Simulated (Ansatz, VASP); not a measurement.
One calculation of CaSb2, two programs

```xyz
3
Lattice="4.2224 0.0000 0.0000 -2.1112 3.6567 0.0000 0.0000 0.0000 18.0000" Properties=species:S:1:pos:R:3 pbc="T T T"
Ca    0.0000    0.0000    9.0000
Sb    2.1112    1.2189   10.7599
Sb    0.0000    2.4378    7.2401
```

Change from the starting cell: species swapped into a sheet of the LaSb2 type.

Alike in both runs: task single point; functional PBE; k mesh 6 × 6 × 1; occupations gaussian, width 0.1 eV; no spin polarisation.

|  | VASP | Ansatz |
| --- | --- | --- |
| version | VASP 6.6.1 | Ansatz 0.2.0 |
| potentials or method | VASP PAW PBE potentials, release 64 (Ca_sv, Sb), cutoff 520 eV | scalar-relativistic, plane waves, PAW |
| valence electrons in the cell | 20 | 40 |

VASP gave:

- gap on the k mesh at the Fermi level (eV): none
- rms of the force components (eV/Å): 0.381

Task: Which values does Ansatz return?

Result: gap on the k mesh at the Fermi level (eV): none; rms of the force components (eV/Å): 0.379.

Atom by atom the forces differ by 0.001 eV/Å (rms over components). A gap of «none» marks a metal or a gap that the smearing closes. VASP's potentials hold 20 valence electrons a cell and Ansatz's 40, so a difference there can come from the potentials and not from the codes. Ansatz's warnings: slab cell height set, structure snapped to symmetry.

Spin-orbit coupling is off throughout.
